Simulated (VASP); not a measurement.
KF (rocksalt type), 2 atoms in the cell. It takes space group Fm-3m (No. 225, cubic). Conventional cell: a = 5.465 Å, b = 5.465 Å, c = 5.465 Å, α = 90.00°, β = 90.00°, γ = 90.00°. K (site symmetry m-3m) has 6 F at 2.73 Å within 3.6 Å. Within 3.6 Å of F (site symmetry m-3m) lie 6 K at 2.73 Å. 

- Program: VASP 6.6.1
- Task: electric field gradients
- Functional: PBE
- Potentials or basis: VASP PAW PBE potentials, release 64 (K_sv, F)
- Cutoff: 520 eV
- k mesh: 16 × 16 × 16
- Occupations: fermi-dirac, width 0.08 eV
- Spin: no spin polarisation
- Dipole correction: no
- Further INCAR settings: ALGO = Normal; EDIFF = 1e-08; NBANDS = 15

Potentials or basis: VASP PAW PBE potentials, release 64 (K_sv, F).

Launch:

```console
$ cat potpaw_PBE.64/K_sv/POTCAR potpaw_PBE.64/F/POTCAR > POTCAR
$ mpirun -np 1 vasp_std > vasp.out
```

Hardware: 1 thread of Oxide Virtual Turin-like Processor (shared host).

Question: Estimate the wall time of this run.

Answer: Wall time 97 s on 1 thread of Oxide Virtual Turin-like Processor, on a shared host, peak memory 0.19 GiB. Counts: scf iterations 14, k points 145.
